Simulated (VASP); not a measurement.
A run of VASP 6.6.1 is set up as follows.

The input INCAR:

```
SYSTEM = BP2
ALGO     = Normal         ! electronic algorithm
EDIFF    = 1E-7           ! SCF threshold, eV
ENCUT    = 520            ! plane-wave cutoff, eV
GGA      = PE             ! functional
ISIF     = 2              ! what is computed and relaxed
ISMEAR   = 0              ! smearing method
LASPH    = .True.         ! aspherical terms in the spheres
LCHARG   = .False.        ! write CHGCAR
LREAL    = .False.        ! projectors in reciprocal space
LWAVE    = .False.        ! write WAVECAR
NBANDS   = 22             ! bands
NELM     = 60             ! most SCF steps
PREC     = Accurate       ! precision mode
SIGMA    = 0.1            ! smearing width, eV
```

File KPOINTS:

```
k-points
0
Gamma
  6 6 4
  0 0 0
```

POSCAR

```
BP2
1.0
    3.3825600600      0.0000000000      0.0000000000
    0.0000000000      3.3825600600      0.0000000000
    0.0000000000      0.0000000000      6.8954621700
B P
2 4
Direct
    0.0000000000      0.5000000000      0.7269219200
    0.5000000000      0.0000000000      0.2730780800
    0.5000000000      0.5000000000      0.0000000000
    0.0000000000      0.0000000000      0.0000000000
    0.5000000000      0.0000000000      0.6296706200
    0.0000000000      0.5000000000      0.3703293800
```

Potentials or basis: VASP PAW PBE potentials, release 64 (B, P).

Run with:

```bash
$ cat potpaw_PBE.64/B/POTCAR potpaw_PBE.64/P/POTCAR > POTCAR
$ mpirun -np 1 vasp_std > vasp.out
```

Problem. Estimate the largest force.

Solution. 1.593 eV/Å.

Problem. Predict the pressure.

Solution. -10.3 GPa.

Problem. Predict the band gap on the k mesh.

Solution. Zero (band 13 reaches 9.13 eV, above the bottom of band 14 at 5.92 eV).

Forces in eV/Å, atoms in the order of the input:
```
B    0.000  0.000 -1.593
B    0.000  0.000  1.593
P    0.000  0.000  0.000
P    0.000  0.000  0.000
P    0.000  0.000 -0.383
P    0.000  0.000  0.383
```

Caveat: forces of over 1 eV/Å act on the atoms, so gaps and moduli don't describe the material at rest.
